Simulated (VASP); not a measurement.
The system is Ta.

```xyz
1
Lattice="-1.6725 1.6725 1.6725 1.6725 -1.6725 1.6725 1.6725 1.6725 -1.6725" Properties=species:S:1:pos:R:3 pbc="T T T"
Ta    0.0000    0.0000    0.0000
```

- Program: VASP 6.6.1
- Task: relaxation of cell and atoms
- Functional: r2SCAN
- Potentials or basis: VASP PAW PBE potentials, release 64 (Ta_pv)
- Cutoff: 600 eV
- k mesh: 11 × 11 × 11
- Occupations: methfessel-paxton, width 0.0905 eV
- Spin: no spin polarisation

At the start: pressure -6.7 GPa; volume 18.71 Å³/atom.

Question: Where does the relaxation end?

Answer: Over 3 steps the energy falls by 14.2 meV/atom and the volume is 18.06 Å³/atom (-3.5 %); space group Im-3m (No. 229, to 0.05 Å).

The path:
| step | energy change (eV) | largest force (eV/Å) | pressure (GPa) | volume (Å³) |
| --- | --- | --- | --- | --- |
| 1 | 0.0000 | 0.0000 | -6.68 | 18.71 |
| 2 | 0.0591 | 0.0000 | 18.72 | 16.68 |
| 3 | -0.0142 | 0.0000 | -0.06 | 18.06 |

Final structure:
```
Ta
1.0
    -1.65269    1.65269    1.65269
     1.65269   -1.65269    1.65269
     1.65269    1.65269   -1.65269
Ta
1
Cartesian
  0.0000 0.0000 0.0000
```

Caveat: the PAW data sets were made with another functional, which shifts forces and pressure a little.
